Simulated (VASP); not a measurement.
# MgO (kpat) (Fm-3m) in VASP: vibrations by perturbation theory with PBE

Aim: the vibrations by perturbation theory of MgO (kpat) with PBE.

Program: VASP 6.6.1. These are calculated values, not measurements. Logs are shortened: lines on timing, memory, paths and dates and some standing lists are left out, and cuts for length are marked.

### Step 1. The cell of the first run

The structure is cubic, space group Fm-3m (No. 225). The conventional cell has a = 4.161 Å, b = 4.161 Å, c = 4.161 Å, α = 90.00°, β = 90.00°, γ = 90.00°. Within 2.8 Å of Mg (site symmetry m-3m) lie 6 O at 2.08 Å. Within 2.8 Å of O (site symmetry m-3m) lie 6 Mg at 2.08 Å.

### Step 2. Vibrations by perturbation theory, PBE

File INCAR:

```
ALGO = Normal
EDIFF = 1E-8
ENCUT = 520
GGA = PE
IBRION = 8
ISIF = 2
ISMEAR = 0
LASPH = T
LCHARG = F
LEPSILON = T
LREAL = F
LWAVE = F
NBANDS = 11
NELM = 80
NSW = 1
PREC = Accurate
SIGMA = 0.01
```

File KPOINTS:

```
k-points
0
Gamma
  10 10 10
```

File POSCAR:

```
MgO
1.0
    0.0000000000      2.0803454603      2.0803454603
    2.0803454603      0.0000000000      2.0803454603
    2.0803454603      2.0803454603      0.0000000000
Mg O
1 1
Direct
    0.0000000000      0.0000000000      0.0000000000
    0.5000000000      0.5000000000      0.5000000000
```

Potentials or basis: VASP PAW PBE potentials, release 64 (Mg, O).

On the command line:

```console
$ cat potpaw_PBE.64/Mg/POTCAR potpaw_PBE.64/O/POTCAR > POTCAR
$ mpirun -np 1 vasp_std > vasp.out
```

OUTCAR:

```text
EDIFF = 1E-8
   ENCUT = 520
   GGA = PE
   IBRION = 8
   ISIF = 2
   ISMEAR = 0
   LASPH = T
   LEPSILON = T
   LREAL = F
   NELM = 80
   NSW = 1
   PREC = Accurate

 ion  position               nearest neighbor table
   1  0.000  0.000  0.000-   2 2.08   2 2.08   2 2.08   2 2.08   2 2.08   2 2.08
   2  0.500  0.500  0.500-   1 2.08   1 2.08   1 2.08   1 2.08   1 2.08   1 2.08

  LATTYP: Found a face centered cubic cell.
 ALAT       =     4.1606909206

  Lattice vectors:

 A1 = (   0.0000000000,   2.0803454603,   2.0803454603)
 A2 = (   2.0803454603,   0.0000000000,   2.0803454603)
 A3 = (   2.0803454603,   2.0803454603,   0.0000000000)

Analysis of symmetry for initial positions (statically):
=====================================================================
 Subroutine PRICEL returns:
 Original cell was already a primitive cell.

 Routine SETGRP: Setting up the symmetry group for a
 face centered cubic supercell.

 Subroutine GETGRP returns: Found 48 space group operations
 (whereof 48 operations were pure point group operations)
 out of a pool of 48 trial point group operations.

The static configuration has the point symmetry O_h .

Analysis of symmetry for dynamics (positions and initial velocities):
=====================================================================
 Subroutine PRICEL returns:
 Original cell was already a primitive cell.

 Routine SETGRP: Setting up the symmetry group for a
 face centered cubic supercell.

 Subroutine GETGRP returns: Found 48 space group operations
 (whereof 48 operations were pure point group operations)
 out of a pool of 48 trial point group operations.

The dynamic configuration has the point symmetry O_h .

 Subroutine INISYM returns: Found 48 space group operations
 (whereof 48 operations are pure point group operations),
 and found     1 'primitive' translations

----------------------------------------------------------------------------------------

                                     Primitive cell

  volume of cell :      18.0068

  direct lattice vectors                    reciprocal lattice vectors
     0.000000000  2.080345460  2.080345460    -0.240344697  0.240344697  0.240344697
     2.080345460  0.000000000  2.080345460     0.240344697 -0.240344697  0.240344697
     2.080345460  2.080345460  0.000000000     0.240344697  0.240344697 -0.240344697

  length of vectors
     2.942052764  2.942052764  2.942052764     0.416289227  0.416289227  0.416289227

  position of ions in fractional coordinates (direct lattice)
     0.000000000  0.000000000  0.000000000
     0.500000000  0.500000000  0.500000000

  ion indices of the primitive-cell ions
   primitive index   ion index
                 1           1
                 2           2

----------------------------------------------------------------------------------------

 KPOINTS: k-points

Automatic generation of k-mesh.
 Grid dimensions read from file:
 generate k-points for:   10   10   10

 Generating k-lattice:

  Cartesian coordinates                     Fractional coordinates (reciprocal lattice)
    -0.024034470  0.024034470  0.024034470     0.100000000  0.000000000  0.000000000
     0.024034470 -0.024034470  0.024034470     0.000000000  0.100000000  0.000000000
     0.024034470  0.024034470 -0.024034470     0.000000000  0.000000000  0.100000000

  Length of vectors
     0.041628923  0.041628923  0.041628923

  Shift w.r.t. Gamma in fractional coordinates (k-lattice)
     0.000000000  0.000000000  0.000000000

 Subroutine IBZKPT returns following result:
 ===========================================

 Found     47 irreducible k-points:

 Following reciprocal coordinates:
            Coordinates               Weight
  0.000000  0.000000  0.000000      1.000000
[... 440 lines left out ...]
  energy-cutoff  :      520.00
  volume of cell :       18.01
      direct lattice vectors                 reciprocal lattice vectors
     0.000000000  2.080345460  2.080345460    -0.240344697  0.240344697  0.240344697
     2.080345460  0.000000000  2.080345460     0.240344697 -0.240344697  0.240344697
     2.080345460  2.080345460  0.000000000     0.240344697  0.240344697 -0.240344697

 POSITION                                       TOTAL-FORCE (eV/Angst)
 -----------------------------------------------------------------------------------
      0.00000      0.00000      0.00000        -0.000000      0.000000     -0.000000
      2.08035      2.08035      2.08035         0.000000     -0.000000      0.000000
 -----------------------------------------------------------------------------------
    total drift:                               -0.000000     -0.000000      0.000000

  FREE ENERGIE OF THE ION-ELECTRON SYSTEM (eV)
  ---------------------------------------------------
  free  energy   TOTEN  =       -11.8743422903 eV

  energy  without entropy=      -11.8743422903  energy(sigma->0) =      -11.87434229

 HEAD OF MICROSCOPIC STATIC DIELECTRIC TENSOR (INDEPENDENT PARTICLE, excluding Hartree and local field effects)
 ------------------------------------------------------
           3.150561     0.000000     0.000000
           0.000000     3.150561     0.000000
          -0.000000     0.000000     3.150561
 ------------------------------------------------------

 Free energy of the ion-electron system (eV)
  ---------------------------------------------------
  ---------------------------------------------------
  free energy    TOTEN  =        -0.11456592 eV

  energy without entropy =       -0.11456592

------------------------ aborting loop because EDIFF is reached ----------------------------------------

--------------------------------------- Ionic step        2  -------------------------------------------

------------------------ aborting loop because EDIFF is reached ----------------------------------------

--------------------------------------- Ionic step        3  -------------------------------------------

------------------------ aborting loop because EDIFF is reached ----------------------------------------

 PIEZOELECTRIC TENSOR FIELD DIRECTION 3  (e Angst)
 -----------------------------------------------------------------------------
    -0.00015  0.00000 -0.00000           ( -0.00001  0.00000 -0.00000)
     0.00000 -0.00015 -0.00000           (  0.00000 -0.00001  0.00000)
    -0.00000  0.00000 -0.00017           ( -0.00000  0.00000 -0.00001)

 PIEZOELECTRIC TENSOR FIELD DIRECTION 3  (C/m^2)
 -----------------------------------------------------------------------------
    -0.00013  0.00000 -0.00000
     0.00000 -0.00013 -0.00000
    -0.00000  0.00000 -0.00015

--------------------------------------- Ionic step        4  -------------------------------------------

------------------------ aborting loop because EDIFF is reached ----------------------------------------

[... ionic steps 5 to 6 ...]

--------------------------------------- Ionic step        7  -------------------------------------------

 Free energy of the ion-electron system (eV)
  ---------------------------------------------------
  ---------------------------------------------------
  free energy    TOTEN  =        -0.35996733 eV

  energy without entropy =       -0.35996733

------------------------ aborting loop because EDIFF is reached ----------------------------------------

 INTERNAL STRAIN TENSOR  FOR ION    2  DIRECTION 1   (eV/Angst):
 -----------------------------------------------------------------------------
    -0.00491  0.00000  0.00000
    -0.00000  0.00698 -0.00000
     0.00000 -0.00000  0.00698

 MACROSCOPIC STATIC DIELECTRIC TENSOR (including local field effects in DFT)
 ------------------------------------------------------
           3.088521    -0.000000     0.000000
          -0.000000     3.088521    -0.000000
          -0.000000     0.000000     3.088521
 ------------------------------------------------------

 PIEZOELECTRIC TENSOR (including local field effects)  for field in x, y, z        (e  Angst)
          XX          YY          ZZ          XY          YZ          ZX
  --------------------------------------------------------------------------------
  x     0.00000     0.00000     0.00000     0.00000     0.00000     0.00000
  y     0.00000     0.00000     0.00000     0.00000     0.00000     0.00000
  z     0.00000     0.00000     0.00000     0.00000     0.00000     0.00000

 PIEZOELECTRIC TENSOR (including local field effects)  for field in x, y, z        (C/m^2)
          XX          YY          ZZ          XY          YZ          ZX
  --------------------------------------------------------------------------------
  x     0.00000     0.00000     0.00000     0.00000     0.00000     0.00000
  y     0.00000     0.00000     0.00000     0.00000     0.00000     0.00000
  z     0.00000     0.00000     0.00000     0.00000     0.00000     0.00000

 BORN EFFECTIVE CHARGES (including local field effects) (in |e|, cummulative output)
 ---------------------------------------------------------------------------------
 ion    1
    1     1.95403     0.00000     0.00000
    2     0.00000     1.95403     0.00000
    3     0.00000     0.00000     1.95403
 ion    2
    1    -1.95403     0.00000     0.00000
    2     0.00000    -1.95403     0.00000
    3     0.00000     0.00000    -1.95403

 INTERNAL STRAIN TENSOR FOR ION    2 for displacements in x,y,z  (eV/Angst):
          X           Y           Z          XY          YZ          ZX
  --------------------------------------------------------------------------------
  x     0.00000     0.00000     0.00000     0.00000     0.00000     0.00000
  y     0.00000     0.00000     0.00000     0.00000     0.00000     0.00000
  z     0.00000     0.00000     0.00000     0.00000     0.00000     0.00000

 SECOND DERIVATIVES (NOT SYMMETRIZED)
 ------------------------------------
               1X          1Y          1Z          2X          2Y          2Z
  1X    -6.558405    0.000000    0.000000    6.558405    0.000000    0.000000
  1Y     0.000000   -6.558405    0.000000    0.000000    6.558405    0.000000
  1Z     0.000000    0.000000   -6.558405    0.000000    0.000000    6.558405
  2X     6.567366    0.000000    0.000000   -6.567366    0.000000    0.000000
  2Y     0.000000    6.567366    0.000000    0.000000   -6.567366    0.000000
  2Z     0.000000    0.000000    6.567366    0.000000    0.000000   -6.567366

 Eigenvectors and eigenvalues of the dynamical matrix
 ----------------------------------------------------

   1 f  =   12.894377 THz    81.017763 2PiTHz  430.110134 cm-1    53.326836 meV
             X         Y         Z           dx          dy          dz
      0.000000  0.000000  0.000000     0.629799    0.000000    0.000000
      2.080345  2.080345  2.080345    -0.776758   -0.000000    0.000000
[... 21 lines left out ...]
   6 f/i=    0.004307 THz     0.027059 2PiTHz    0.143654 cm-1     0.017811 meV
             X         Y         Z           dx          dy          dz
      0.000000  0.000000  0.000000     0.012847   -0.733625    0.254918
      2.080345  2.080345  2.080345     0.010416   -0.594826    0.206689

--------------------------------------------------------------------------------------------------------

 MACROSCOPIC STATIC DIELECTRIC TENSOR IONIC CONTRIBUTION
 ------------------------------------------------------
           5.846498     0.000000     0.000000
           0.000000     5.846498    -0.000000
           0.000000    -0.000000     5.846498
 ------------------------------------------------------

 ELASTIC MODULI CONTR FROM IONIC RELAXATION (kBar)
 Direction    XX          YY          ZZ          XY          YZ          ZX
 --------------------------------------------------------------------------------
 XX           0.0000      0.0000      0.0000      0.0000      0.0000      0.0000
 YY           0.0000      0.0000      0.0000      0.0000      0.0000      0.0000
 ZZ           0.0000      0.0000      0.0000      0.0000      0.0000      0.0000
 XY           0.0000      0.0000      0.0000      0.0000      0.0000      0.0000
 YZ           0.0000      0.0000      0.0000      0.0000      0.0000      0.0000
 ZX           0.0000      0.0000      0.0000      0.0000      0.0000      0.0000
 --------------------------------------------------------------------------------

 PIEZOELECTRIC TENSOR IONIC CONTR  for field in x, y, z        (C/m^2)
          XX          YY          ZZ          XY          YZ          ZX
  --------------------------------------------------------------------------------
  x     0.00000     0.00000     0.00000     0.00000     0.00000     0.00000
  y     0.00000     0.00000     0.00000     0.00000     0.00000     0.00000
  z     0.00000     0.00000     0.00000     0.00000     0.00000     0.00000
```

Run time: 1.9 min. Hardware: 1 thread of AMD EPYC 9R14 (Zen 4), shared host; peak memory 0.16 GiB.

What came out:

| Item | Value |
| --- | --- |
| Electronic dielectric tensor (diagonal) | 3.09 |
| Born charges (mean of the diagonal) | Mg +1.95; O -1.95 e |
| Highest phonon frequency at Γ, LO-TO splitting left out | 430 cm⁻¹ |

Phonon frequencies in cm⁻¹ (negative: imaginary):
```csv
q point,frequencies
"(0.000, 0.000, 0.000)",0 0 0 430 430 430
```

Electronic dielectric tensor:
```
3.09 0.00 0.00
0.00 3.09 0.00
0.00 0.00 3.09
```

Born effective charge tensors (e):
atom 1, Mg
```
1.95 0.00 0.00
0.00 1.95 0.00
0.00 0.00 1.95
```
atom 2, O
```
-1.95  0.00  0.00
 0.00 -1.95  0.00
 0.00  0.00 -1.95
```

Caveat: the cell wasn't relaxed at this level first, which shifts response properties.
